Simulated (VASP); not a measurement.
# PbS (P1) in VASP: a series of runs, part 2 of 2

VASP 6.6.1.

## (3) Single point, PBEsol

File INCAR:

```
ALGO = Normal
EDIFF = 1E-6
ENCUT = 520
GGA = PS
ISIF = 2
ISMEAR = -1
LASPH = True
LCHARG = False
LREAL = Auto
LWAVE = False
NBANDS = 94
NELM = 80
PREC = Accurate
SIGMA = 0.052
```

File KPOINTS:

```
k-points
0
Gamma
  2 2 2
```

File POSCAR:

```
PbS
1.0
    0.0000000000      5.9744654327      5.9744654327
    5.9744654327      0.0000000000      5.9744654327
    5.9744654327      5.9744654327      0.0000000000
Pb S
8 8
Direct
    0.0070094974     -0.0072237425     -0.0015971303
   -0.0043307640      0.0034838263      0.4952125062
    0.0003853901      0.5037279961     -0.0013002837
   -0.0015298440      0.5057153705      0.4964281798
    0.5034505654     -0.0001429417      0.0027456850
    0.4919080264      0.0062695986      0.5007099855
    0.5025863040      0.4944637363      0.0034901030
    0.4987930776      0.4983940461      0.4994451861
    0.2665607522      0.2248480663      0.2433889720
    0.2302864609      0.2663050808      0.7494455446
    0.2451274539      0.7411351777      0.2566541756
    0.2438588048      0.7422411344      0.7684091659
    0.7796683323      0.2439236642      0.2300243454
    0.7603340502      0.2291384084      0.7565840912
    0.7642564095      0.7446161586      0.2594283150
    0.7459247275      0.7876282076      0.7137439404
```

Potentials or basis: VASP PAW PBE potentials, release 64 (Pb_d, S).

Run with:

```
$ cat potpaw_PBE.64/Pb_d/POTCAR potpaw_PBE.64/S/POTCAR > POTCAR
$ mpirun -np 1 vasp_std > vasp.out
```

OUTCAR:

```text
EDIFF = 1E-6
   ENCUT = 520
   GGA = PS
   ISIF = 2
   ISMEAR = -1
   LASPH = True
   LREAL = Auto
   NELM = 80
   PREC = Accurate

 ion  position               nearest neighbor table
   1  0.007  0.993  0.998-  12 2.87  13 2.89  14 2.92  15 2.94  11 2.97  10 2.98
   2  0.996  0.003  0.495-  16 2.79  13 2.88  14 2.91   9 2.95  11 2.99  12 3.12
   3  0.000  0.504  0.999-  13 2.88  12 2.88  10 2.91  15 3.00   9 3.06  16 3.23
   4  0.998  0.506  0.496-  15 2.82  11 2.88  10 2.90  16 3.00  14 3.08   9 3.19
   5  0.503  1.000  0.003-   9 2.78  14 2.91  16 3.01  11 3.09  15 3.09  10 3.15
   6  0.492  0.006  0.501-  16 2.80   9 2.89  15 3.01  10 3.04  12 3.06  13 3.15
[... 8 lines left out ...]
  15  0.764  0.745  0.259-   4 2.82   1 2.94   3 3.00   6 3.01   8 3.06   5 3.09
  16  0.746  0.788  0.714-   2 2.79   6 2.80   4 3.00   5 3.01   7 3.22   3 3.23

  LATTYP: Found a face centered cubic cell.
 ALAT       =    11.9489308654

  Lattice vectors:

 A1 = (   0.0000000000,   5.9744654327,   5.9744654327)
 A2 = (   5.9744654327,   0.0000000000,   5.9744654327)
 A3 = (   5.9744654327,   5.9744654327,   0.0000000000)

Analysis of symmetry for initial positions (statically):
=====================================================================
 Subroutine PRICEL returns:
 Original cell was already a primitive cell.

 Routine SETGRP: Setting up the symmetry group for a
 face centered cubic supercell.

 Subroutine GETGRP returns: Found  1 space group operations
 (whereof  1 operations were pure point group operations)
 out of a pool of 48 trial point group operations.

The static configuration has the point symmetry C_1 .

Analysis of symmetry for dynamics (positions and initial velocities):
=====================================================================
 Subroutine PRICEL returns:
 Original cell was already a primitive cell.

 Routine SETGRP: Setting up the symmetry group for a
 face centered cubic supercell.

[... 138 lines left out ...]
  Thomas-Fermi vector in A             =   2.316986
   LORBIT       =      0    0 simple, 1 ext, 2 COOP (PROOUT), +10 PAW based schemes
   GGA     = PS    functional components
   LHFCALC =     F    Hartree Fock is set to
   AEXX    =    0.0000 exact exchange contribution
   IVDW    =     0    specifies the selected vdW correction
   LEPSILON=     F    determine dielectric tensor
   LRPA    =     F    only Hartree local field effects (RPA)
 non-spin polarized calculation
  energy-cutoff  :      520.00
  volume of cell :      426.51
 maximum number of plane-waves:     11575
 NGX is ok and might be reduce to    64
   NGX = 31   NGY = 31   NGZ = 31

 number of electron     160.0000003 magnetization

 Free energy of the ion-electron system (eV)
  ---------------------------------------------------
  ext. energy  EPLUGINS =         0.00000000
  ---------------------------------------------------
  free energy    TOTEN  =       -75.04397385 eV

  energy without entropy =      -75.03572772  energy(sigma->0) =      -75.03985078

 E-fermi :   5.5393     XC(G=0):  -9.7839

 val. band max:        5.3651746602   @ k =   0.0000   0.0000   0.0000
 cond. band min:       5.7169994557   @ k =   0.0000   0.0000   0.0000
 fundamental gap:      0.3518247955
 Fermi energy:         5.5392735642

 k-point     1 :       0.0000    0.0000    0.0000
  band No.  band energies     occupation
      1     -11.4970      2.00000
      2     -11.4871      2.00000
      3     -11.4710      2.00000
      4     -11.4462      2.00000
      5     -11.4421      2.00000
      6     -11.4304      2.00000
[... 749 lines left out ...]
     91       7.9526      0.00000
     92       8.0113      0.00000
 [bands above 92 left out]

------------------------ aborting loop because EDIFF is reached ----------------------------------------

  FORCE on cell =-STRESS in cart. coord.  units (eV):
  Direction    XX          YY          ZZ          XY          YZ          ZX
  --------------------------------------------------------------------------------------
  -------------------------------------------------------------------------------------
  Total       -4.4191418     -3.6884507     -4.2662325      0.6285130     -0.0053537     -0.1186504
  in kB      -16.6005074    -13.8556663    -16.0261038      2.3610091     -0.0201112     -0.4457102
  external PRESSURE =     -15.4940925 kB  Pullay stress =       0.0000000 kB

 VOLUME and BASIS-vectors are now :
 -----------------------------------------------------------------------------
  energy-cutoff  :      520.00
  volume of cell :      426.51
      direct lattice vectors                 reciprocal lattice vectors
     0.000000000  5.974465433  5.974465433    -0.083689496  0.083689496  0.083689496
     5.974465433  0.000000000  5.974465433     0.083689496 -0.083689496  0.083689496
     5.974465433  5.974465433  0.000000000     0.083689496  0.083689496 -0.083689496

 POSITION                                       TOTAL-FORCE (eV/Angst)
 -----------------------------------------------------------------------------------
     11.89623      6.00680      5.97319         0.116538     -0.069388      0.012376
      2.97944      8.90722      5.96941         0.021703      0.065766      0.032807
      8.97620      5.96900      3.01181        -0.039616     -0.003388     -0.032742
      5.98727      8.93122      8.98670         0.150553      0.084892     -0.053802
      5.99002      3.02425      8.98146        -0.161634     -0.066182      0.036821
      3.02893      5.93036      2.97634        -0.033274      0.066208     -0.010831
[... 8 lines left out ...]
      5.99863      6.11597      9.01471         0.093255     -0.591869     -0.200102
      8.96990      8.72074      9.16216        -0.347304      0.624686     -0.596533
 -----------------------------------------------------------------------------------
    total drift:                               -0.003941      0.003283     -0.003775

  FREE ENERGIE OF THE ION-ELECTRON SYSTEM (eV)
  ---------------------------------------------------
  free  energy   TOTEN  =       -75.0439738529 eV

  energy  without entropy=      -75.0357277160  energy(sigma->0) =      -75.03985078
```

OSZICAR:

```text
N       E                     dE             d eps       ncg     rms          rms(c)
DAV:   1     0.201527521715E+04    0.20153E+04   -0.71007E+04  1504   0.183E+03
DAV:   2     0.272341705037E+03   -0.17429E+04   -0.17014E+04  1512   0.513E+02
DAV:   3    -0.464191963248E+02   -0.31876E+03   -0.30121E+03  1854   0.242E+02
DAV:   4    -0.773081291715E+02   -0.30889E+02   -0.29946E+02  1968   0.693E+01
DAV:   5    -0.784012536038E+02   -0.10931E+01   -0.10852E+01  1810   0.125E+01    0.130E+01
DAV:   6    -0.750084933660E+02    0.33928E+01   -0.91602E+00  2138   0.122E+01    0.812E+00
DAV:   7    -0.750570458503E+02   -0.48552E-01   -0.21781E+00  2008   0.449E+00    0.405E+00
DAV:   8    -0.750590593568E+02   -0.20135E-02   -0.35584E-01  1912   0.314E+00    0.581E-01
DAV:   9    -0.750425543926E+02    0.16505E-01   -0.76272E-02  1928   0.123E+00    0.272E-01
DAV:  10    -0.750437916280E+02   -0.12372E-02   -0.79919E-03  2024   0.289E-01    0.125E-01
DAV:  11    -0.750439843054E+02   -0.19268E-03   -0.51101E-04  1912   0.120E-01    0.316E-02
DAV:  12    -0.750439777746E+02    0.65308E-05   -0.38630E-05  2040   0.342E-02    0.212E-02
DAV:  13    -0.750439744512E+02    0.33234E-05   -0.18298E-05  1928   0.245E-02    0.774E-03
DAV:  14    -0.750439738529E+02    0.59826E-06   -0.22434E-06  1192   0.730E-03
   1 F= -.75043974E+02 E0= -.75039851E+02  d E =-.824614E-02
```

Run time: 18 min. Hardware: 1 thread of Intel Xeon 8259CL, shared host; peak memory 0.65 GiB.

What came out:

```
Free energy            : -75.0440 eV
Pressure               : -1.5 GPa
Largest force          : 0.931 eV/Å
Band gap on the k mesh : 0.35 eV
```

Forces on the atoms (eV/Å):
```
Pb   0.117 -0.069  0.012
Pb   0.022  0.066  0.033
Pb  -0.040 -0.003 -0.033
Pb   0.151  0.085 -0.054
Pb  -0.162 -0.066  0.037
Pb  -0.033  0.066 -0.011
Pb  -0.037 -0.120 -0.029
Pb   0.081  0.048 -0.041
S    0.403 -0.525  0.600
S   -0.180  0.535  0.328
S   -0.215  0.266  0.070
S   -0.617  0.098  0.405
S    0.498 -0.105 -0.454
S    0.267 -0.307 -0.067
S    0.093 -0.592 -0.200
S   -0.347  0.625 -0.597
```

Caveat: the k points lie up to 0.46 Å⁻¹ apart; the atoms stand as in a frame of molecular dynamics; the PAW data sets were made with another functional, which shifts forces and pressure a little; spin-orbit coupling is left out, which moves the levels of the heavy elements.
